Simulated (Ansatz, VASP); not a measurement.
## One calculation of SiC, two programs

INCAR

```
SYSTEM = SiC
PREC     = Accurate       ! precision mode
ENCUT    = 600            ! plane-wave cutoff, eV
EDIFF    = 1E-6           ! SCF threshold, eV
ISMEAR   = 0              ! smearing method
SIGMA    = 0.05           ! smearing width, eV
LREAL    = .FALSE.        ! projectors in reciprocal space
LASPH    = .TRUE.         ! aspherical terms in the spheres
NELM     = 120            ! most SCF steps
ALGO     = Normal         ! electronic algorithm
ISIF     = 2              ! what is computed and relaxed
LWAVE    = .FALSE.        ! write WAVECAR
LCHARG   = .FALSE.        ! write CHGCAR
GGA      = CA             ! functional
NBANDS   = 11             ! bands
GGA_COMPAT= .FALSE.
```

The input KPOINTS:

```
regular mesh
0
G
  6 6 6
  0 0 0
```

Contents of POSCAR:

```
SiC
1.0
    0.0000000000      2.1640106812      2.1640106812
    2.1640106812      0.0000000000      2.1640106812
    2.1640106812      2.1640106812      0.0000000000
C Si
1 1
Direct
    0.0000000000      0.0000000000      0.0000000000
    0.2500000000      0.2500000000      0.2500000000
```

Input for Ansatz:

```yaml
crystal:
  lattice:
    - [0.0, 2.1640106812, 2.1640106812]
    - [2.1640106812, 0.0, 2.1640106812]
    - [2.1640106812, 2.1640106812, 0.0]
  atoms:
    - { symbol: C, position: [0.0, 0.0, 0.0] }
    - { symbol: Si, position: [0.25, 0.25, 0.25] }
basis:
  ecutwfc: 420
kpoints:
  mp_grid: { grid: [6, 6, 6] }
hamiltonian:
  xc: lda
scf:
  occupations: { method: gaussian, width: 0.05 }
output:
  forces: true
  stress: true
  eigenvalues: true
```

Alike in both runs: task single point; functional LDA; k mesh 6 × 6 × 6; occupations gaussian, width 0.05 eV; no spin polarisation.

|  | VASP | Ansatz |
| --- | --- | --- |
| version | VASP 6.6.1 | Ansatz 0.2.0 |
| potentials or method | VASP PAW LDA potentials, release 64 (C, Si), cutoff 600 eV | scalar-relativistic, plane waves, PAW |
| valence electrons in the cell | 8 | 8 |

|  | VASP | Ansatz | Ansatz less VASP |
| --- | --- | --- | --- |
| gap on the k mesh at the Fermi level (eV) | 1.28 | 1.29 | +0.013 |
| least direct gap on the mesh (eV) | 4.52 | 4.53 | +0.012 |
| pressure (GPa) | 0.5 | 0.2 | -0.25 |

LDA's correlation is that of Perdew and Zunger in VASP and of Perdew and Wang (1992) in Ansatz.
